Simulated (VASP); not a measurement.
Input of a VASP 6.6.1 run:

File INCAR:

```
PREC = Accurate
ENCUT = 520
EDIFF = 1E-7
ISMEAR = 0
SIGMA = 0.02
LREAL = F
LASPH = T
NELM = 100
ALGO = Normal
ISIF = 2
LWAVE = F
LCHARG = T
GGA = PE
LELF = T
LVHAR = T
NBANDS = 35
```

KPOINTS

```
Automatic mesh
0
Gamma
  12 12 4
```

File POSCAR:

```
WS2
1.0
    3.1878710771      0.0000000000      0.0000000000
   -1.5939355386      2.7607773368      0.0000000000
    0.0000000000      0.0000000000     14.8136897788
W S
2 4
Direct
    0.3333333333      0.6666666667      0.2500000000
    0.6666666667      0.3333333333      0.7500000000
    0.3333333333      0.6666666667      0.6439434390
    0.6666666667      0.3333333333      0.1439434390
    0.3333333333      0.6666666667      0.8560565610
    0.6666666667      0.3333333333      0.3560565610
```

Potentials or basis: VASP PAW PBE potentials, release 64 (W_sv, S).

The run is started by

```bash
$ cat potpaw_PBE.64/W_sv/POTCAR potpaw_PBE.64/S/POTCAR > POTCAR
$ mpirun -np 1 vasp_std > vasp.out
```

**Question.** Estimate the band gap on the k mesh.

**Answer.** 1.64 eV, indirect (least direct gap 1.80 eV).

**Question.** Predict the pressure.

**Answer.** 0.0 GPa.

Forces on the atoms (eV/Å):
```
W    0.000  0.000  0.000
W    0.000  0.000  0.000
S    0.000  0.000 -0.003
S    0.000  0.000 -0.003
S    0.000  0.000  0.003
S    0.000  0.000  0.003
```

Caveat: spin-orbit coupling is left out, which moves the levels of the heavy elements; this functional lacks dispersion, which binds the layers, so the pressure and a relaxed spacing across them are unreliable. PBE gaps usually lie below the measured ones, often by a third to a half.
